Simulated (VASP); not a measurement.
# AlN (Pm) in VASP: notebook, part 2 of 2

VASP 6.6.1. Earlier steps stand in the parts before.

## 5. Single point, PBE (atom 1 (Al) moved by -0.504 Å along [1 0 0] and +0.504 Å along [1 2 0])

File INCAR:

```
SYSTEM = AlN
PREC = Accurate
ENCUT = 520
EDIFF = 1E-6
ISMEAR = 0
SIGMA = 0.05
LREAL = .FALSE.
LASPH = .TRUE.
NELM = 60
ALGO = Normal
ISIF = 2
LWAVE = .FALSE.
LCHARG = .FALSE.
GGA = PE
NBANDS = 26
```

File KPOINTS:

```
Automatic mesh
0
G
  8 6 4
  0 0 0
```

File POSCAR:

```
AlN
1.0
   -1.6567491617      2.8695737234      0.0000000000
    0.0000000000      0.0000000000      4.1874629526
    4.9702474850      2.8695737234      0.0000000000
Al N
4 4
Direct
    0.7077794332      0.7500000000      0.1345230765
    0.0000000000      0.7500000000      0.6666666667
    0.0000000000      0.2500000000      0.3333333333
    0.5000000000      0.2500000000      0.8333333333
    0.5000000000      0.2500000000      0.1666666667
    0.0000000000      0.2500000000      0.6666666667
    0.0000000000      0.7500000000      0.3333333333
    0.5000000000      0.7500000000      0.8333333333
```

Potentials or basis: VASP PAW PBE potentials, release 64 (Al, N).

Launch:

```sh
$ cat potpaw_PBE.64/Al/POTCAR potpaw_PBE.64/N/POTCAR > POTCAR
$ mpirun -np 1 vasp_std > vasp.out
```

OUTCAR:

```text
SYSTEM = AlN
   PREC = Accurate
   ENCUT = 520
   EDIFF = 1E-6
   ISMEAR = 0
   LREAL = .FALSE.
   LASPH = .TRUE.
   NELM = 60
   ISIF = 2
   GGA = PE

 ion  position               nearest neighbor table
   1  0.708  0.750  0.135-   7 1.50   8 1.86   5 2.21   5 2.21   3 2.57   3 2.57   4 2.80   4 2.80
                             2 2.85   2 3.20   3 3.34   3 3.34
   2  0.000  0.750  0.667-   8 1.91   8 1.91   7 1.91   6 2.09   6 2.09   4 2.84   4 2.84   4 2.84
                             4 2.84   3 2.84   3 2.84   1 2.85   1 3.20
   3  0.000  0.250  0.333-   5 1.91   5 1.91   6 1.91   7 2.09   7 2.09   1 2.57   1 2.57   2 2.84
                             2 2.84   4 3.31   4 3.31   4 3.31   4 3.31   1 3.34   1 3.34
[... 919 lines left out ...]
  in kB       49.2901985    342.9298000     17.8014329    157.2360724      0.0000000      0.0000000
  external PRESSURE =     136.6738105 kB  Pullay stress =       0.0000000 kB

 VOLUME and BASIS-vectors are now :
 -----------------------------------------------------------------------------
  energy-cutoff  :      520.00
  volume of cell :       79.63
      direct lattice vectors                 reciprocal lattice vectors
    -1.656749162  2.869573723  0.000000000    -0.150897919  0.261362862  0.000000000
     0.000000000  0.000000000  4.187462953     0.000000000  0.000000000  0.238808083
     4.970247485  2.869573723  0.000000000     0.150897919  0.087120954  0.000000000

 POSITION                                       TOTAL-FORCE (eV/Angst)
 -----------------------------------------------------------------------------------
     -0.50400      2.41705      3.14060        -1.116829    -14.012918      0.000000
      3.31350      1.91305      3.14060        -1.508751     -0.517605      0.000000
      1.65675      0.95652      1.04687        -0.102046      1.011910      0.000000
      3.31350      3.82610      1.04687         0.321655     -0.290505      0.000000
      0.00000      1.91305      1.04687        -1.473614      0.890171      0.000000
      3.31350      1.91305      1.04687         0.216265      0.183018      0.000000
      1.65675      0.95652      3.14060         4.352377     12.391664      0.000000
      3.31350      3.82610      3.14060        -0.689058      0.344264      0.000000
 -----------------------------------------------------------------------------------
    total drift:                                0.000047     -0.000439      0.000000

  FREE ENERGIE OF THE ION-ELECTRON SYSTEM (eV)
  ---------------------------------------------------
  free  energy   TOTEN  =       -55.1375247682 eV

  energy  without entropy=      -55.1375247682  energy(sigma->0) =      -55.13752477
```

OSZICAR:

```text
N       E                     dE             d eps       ncg     rms          rms(c)
DAV:   1     0.113062471671E+03    0.11306E+03   -0.14894E+04  3744   0.111E+03
DAV:   2    -0.557101984365E+02   -0.16877E+03   -0.15700E+03  5080   0.230E+02
DAV:   3    -0.652367720101E+02   -0.95266E+01   -0.94662E+01  4958   0.560E+01
DAV:   4    -0.653251204397E+02   -0.88348E-01   -0.88291E-01  4502   0.610E+00
DAV:   5    -0.653264824894E+02   -0.13620E-02   -0.13617E-02  4866   0.756E-01    0.177E+01
DAV:   6    -0.552165255252E+02    0.10110E+02   -0.29868E+01  4736   0.303E+01    0.614E+00
DAV:   7    -0.552035548975E+02    0.12971E-01   -0.20726E+00  4568   0.795E+00    0.421E+00
DAV:   8    -0.551483318900E+02    0.55223E-01   -0.20981E-01  4604   0.306E+00    0.931E-01
DAV:   9    -0.551362776980E+02    0.12054E-01   -0.39666E-02  4896   0.154E+00    0.381E-01
DAV:  10    -0.551371170221E+02   -0.83932E-03   -0.13441E-02  4384   0.635E-01    0.264E-01
DAV:  11    -0.551374421427E+02   -0.32512E-03   -0.87294E-04  4784   0.268E-01    0.770E-02
DAV:  12    -0.551375199519E+02   -0.77809E-04   -0.34205E-04  4218   0.142E-01    0.209E-02
DAV:  13    -0.551375235142E+02   -0.35624E-05   -0.85309E-05  4992   0.575E-02    0.219E-02
DAV:  14    -0.551375256139E+02   -0.20997E-05   -0.13627E-05  4572   0.269E-02    0.866E-03
DAV:  15    -0.551375247682E+02    0.84565E-06   -0.45503E-06  4078   0.126E-02
   1 F= -.55137525E+02 E0= -.55137525E+02  d E =-.513661E-12
```

stdout:

```text
POSCAR found type information on POSCAR AlN
 POSCAR found :  2 types and       8 ions
 scaLAPACK will be used
 LDA part: xc-table for (Slater+PW92), standard interpolation
 POSCAR, INCAR and KPOINTS ok, starting setup
 FFT: planning ... GRIDC
 FFT: planning ... GRID_SOFT
 FFT: planning ... GRID
 WAVECAR not read
 entering main loop
```

Wall time 3.4 min (1 thread of Intel Xeon 8259CL, shared host); peak memory 0.26 GiB.

What came out:

```yaml
Free_energy: -55.1375 eV
Pressure: 13.7 GPa
Largest_force: 14.057 eV/Å
Band_gap_on_the_k_mesh: 2.27 eV
```

Forces in eV/Å, atoms in the order of the input:
```
Al   -1.117 -14.013   0.000
Al   -1.509  -0.518   0.000
Al   -0.102   1.012   0.000
Al    0.322  -0.291   0.000
N    -1.474   0.890   0.000
N     0.216   0.183   0.000
N     4.352  12.392   0.000
N    -0.689   0.344   0.000
```

Caveat: the cell differs from its parent crystal (atom 1 (Al) moved by -0.504 Å along [1 0 0] and +0.504 Å along [1 2 0]); the cell stands under pressure; forces of over 1 eV/Å act on the atoms, so gaps and moduli don't describe the material at rest.

## 6. The runs side by side

| cell | gap on the mesh (eV) | pressure (GPa) | largest force (eV/Å) |
| --- | --- | --- | --- |
| as given, atomic positions A | 3.03 | 13.6 | 20.19 |
| as given, atomic positions B | 2.42 | 8.6 | 10.27 |
| as given, atomic positions C | 2.50 | 16.9 | 22.78 |
| as given, atomic positions D | 2.27 | 13.7 | 14.06 |

Alike in all rows: task single point; level PBE; potentials or basis VASP PAW PBE potentials, release 64 (Al, N); no spin polarisation; k mesh 8 × 6 × 4; cutoff (eV) 520; smearing gaussian 0.05 eV.

Caveats: the cell stands under pressure; forces of over 1 eV/Å act on the atoms, so gaps and moduli don't describe the material at rest.

Absolute energies hang on the potentials; compare differences alone.
